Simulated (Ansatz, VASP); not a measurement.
One calculation of MgO, two programs

```
Mg O
1.0
     0.00000    2.13515    2.13515
     2.21522    0.00000    2.13515
     2.21522    2.13515    0.00000
Mg O
1 1
Direct
  0.00000 0.00000 0.00000
  0.50000 0.50000 0.50000
```

Change from the starting cell: strain +0.0375 x Voigt [1, 0, 0, 0, 0, 0], atoms carried along.

Alike in both runs: task single point; functional PBE; k mesh 10 × 10 × 10; occupations gaussian, width 0.05 eV; no spin polarisation.

|  | VASP | Ansatz |
| --- | --- | --- |
| version | VASP 6.6.1 | Ansatz 0.2.0 |
| potentials or method | VASP PAW PBE potentials, release 64 (Mg, O), cutoff 520 eV | scalar-relativistic, plane waves, PAW |
| valence electrons in the cell | 8 | 16 |

|  | VASP | Ansatz | Ansatz less VASP |
| --- | --- | --- | --- |
| gap on the k mesh at the Fermi level (eV) | 3.95 | 3.97 | +0.020 |
| least direct gap on the mesh (eV) | 3.95 | 3.97 | +0.020 |
| pressure (GPa) | -6.9 | -6.2 | +0.75 |
| traceless stress, the component that is largest in VASP (GPa) | -2.95 | -2.94 | +0.007 |

VASP's potentials hold 8 valence electrons a cell and Ansatz's 16, so a difference there can come from the potentials and not from the codes.
